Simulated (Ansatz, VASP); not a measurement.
# GeMo2 in VASP and in Ansatz

```
Ge Mo
1.0
     0.00000    2.97355    2.97355
     2.97355    0.00000    2.97355
     2.97355    2.97355    0.00000
Ge Mo
1 2
Direct
  0.50000 0.50000 0.50000
  0.25000 0.25000 0.25000
  0.75000 0.75000 0.75000
```

Alike in both runs: functional PBE; k mesh 6 × 6 × 6; occupations gaussian, width 0.1 eV; no spin polarisation.

Ansatz relaxed the structure, and its values are those at the end. VASP's run is a single point on that final structure, the one shown.

|  | VASP | Ansatz |
| --- | --- | --- |
| version | VASP 6.6.1 | Ansatz 0.2.0 |
| potentials or method | VASP PAW PBE potentials, release 64 (Ge_d, Mo_sv), cutoff 520 eV | scalar-relativistic, plane waves, PAW |
| valence electrons in the cell | 42 | 42 |

```tsv
	VASP	Ansatz	Ansatz less VASP
gap on the k mesh at the Fermi level (eV)	none	none	-
pressure (GPa)	0.4	0.0	-0.33
```

A gap of «none» marks a metal or a gap that the smearing closes.
